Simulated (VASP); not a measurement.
Write the native input for VASP 6.6.1 that does the following.

| Property | Result |
| --- | --- |
| Task | single point |
| Functional | PBE |
| Potentials or basis | VASP PAW PBE potentials, release 64 (Pt, S) |
| Cutoff | 520 eV |
| k mesh | 12 × 12 × 8 |
| Occupations | gaussian, width 0.05 eV |
| Spin | no spin polarisation |
| Dipole correction | no |
| Further INCAR settings | ALGO = Normal; EDIFF = 1e-06; NBANDS = 18 |

The structure of PtS2 lies in POSCAR:

```
PtS2
1.0
    3.5431994758      0.0000000000      0.0000000000
   -1.7715997379      3.0685007567      0.0000000000
    0.0000000000      0.0000000000      5.0388000000
Pt S
1 2
Direct
    0.0000000000      0.0000000000      0.0000000000
    0.3214048564      0.6992558716      0.2500000000
    0.6666666667      0.3333333333      0.7500000000
```

This cell differs from its parent crystal: atom 2 (S) moved by (-0.100, +0.100) A along x and y.

These files were run (other wordings do the same):

INCAR

```
PREC = Accurate ; ENCUT = 520
EDIFF = 1E-6 ; ISMEAR = 0
SIGMA = 0.05 ; LREAL = F
LASPH = T ; NELM = 100
ALGO = Normal ; ISIF = 2
LWAVE = F ; LCHARG = T
GGA = PE ; LELF = T
LVHAR = T ; NBANDS = 18
```

KPOINTS

```
Automatic mesh
0
Gamma
  12 12 8
```

Potentials or basis: VASP PAW PBE potentials, release 64 (Pt, S).

Command:

```bash
$ cat potpaw_PBE.64/Pt/POTCAR potpaw_PBE.64/S/POTCAR > POTCAR
$ mpirun -np 1 vasp_std > vasp.out
```

It gave:

| Property | Result |
| --- | --- |
| Pressure | 2.8 GPa |
| Largest force | 1.367 eV/Å |
| Band gap on the k mesh | 0.44 eV (least direct gap 0.66 eV) |

Caveat: the cell differs from its parent crystal (atom 2 (S) moved by (-0.100, +0.100) A along x and y); spin-orbit coupling is left out, which moves the levels of the heavy elements; forces of over 1 eV/Å act on the atoms, so gaps and moduli don't describe the material at rest.

Wall time 4.2 min on 1 thread of AMD EPYC 9R45 96-Core Processor (Zen 5) (shared host), peak memory 0.58 GiB.
